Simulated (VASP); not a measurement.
Set up this calculation in VASP 6.6.1, as the native input.

```
Task                   : single point
Functional             : PBE
Dispersion             : D3(BJ)
Potentials or basis    : VASP PAW PBE potentials, release 64 (Mn_pv, Sn_d, O)
Cutoff                 : 520 eV
k mesh                 : 4 × 4 × 2
Occupations            : gaussian, width 0.1 eV
Spin                   : collinear spin, ferromagnetic start
Starting moments       : [4.0, 0.0, 0.0, 0.0, 0.0, 0.0] μB
Dipole correction      : no
Further INCAR settings : ALGO = Normal; EDIFF = 1e-07; NBANDS = 38
```

The structure of MnSnO4 lies in POSCAR:

```
MnSnO4
1.0
    3.7754073410      0.0000000000      0.0000000000
    0.0000000000      3.7754073410      0.0000000000
    0.0000000000      0.0000000000      7.7364151256
Mn Sn O
1 1 4
Direct
    0.0000000000      0.0000000000      0.5000000000
    0.0000000000      0.0000000000      0.0000000000
    0.0000000000      0.5000000000      0.0000000000
    0.5000000000      0.0000000000      0.0000000000
    0.0000000000      0.5000000000      0.5000000000
    0.5000000000      0.0000000000      0.5000000000
```

One way to write it, as run:

INCAR

```
SYSTEM = MnSnO4
ALGO = Normal
EDIFF = 1E-7
ENCUT = 520
GGA = PE
ISIF = 2
ISMEAR = 0
ISPIN = 2
IVDW = 12
LASPH = .TRUE.
LCHARG = .TRUE.
LELF = .TRUE.
LMAXMIX = 4
LORBIT = 11
LREAL = .FALSE.
LVHAR = .TRUE.
LWAVE = .FALSE.
MAGMOM = 4 0 0 0 0 0
NBANDS = 38
NELM = 150
PREC = Accurate
SIGMA = 0.1
```

KPOINTS

```
k-points
0
G
  4 4 2
  0 0 0
```

Potentials or basis: VASP PAW PBE potentials, release 64 (Mn_pv, Sn_d, O).

The run is started by

```bash
$ cat potpaw_PBE.64/Mn_pv/POTCAR potpaw_PBE.64/Sn_d/POTCAR potpaw_PBE.64/O/POTCAR > POTCAR
$ mpirun -np 1 vasp_std > vasp.out
```

Results of the run:

| Quantity | Value |
| --- | --- |
| Pressure | 0.3 GPa |
| Net moment | 3.18 μB per cell |
| Site moments | Mn +3.12; Sn -0.01; O +0.01, -0.07 (each value once) μB |
| Valence electrons inside the program's atomic spheres | Mn 11.46; Sn 12.61; O 5.08, 4.91 (each value once) |
| Dispersion energy per atom | -0.127 eV |

Caveat: the k points lie up to 0.42 Å⁻¹ apart; a cell with one magnetic atom can't hold antiferromagnetic order, which such compounds often take.

Wall time 3.7 min on 1 thread of Intel Xeon 8259CL, on a shared host, peak memory 0.29 GiB.
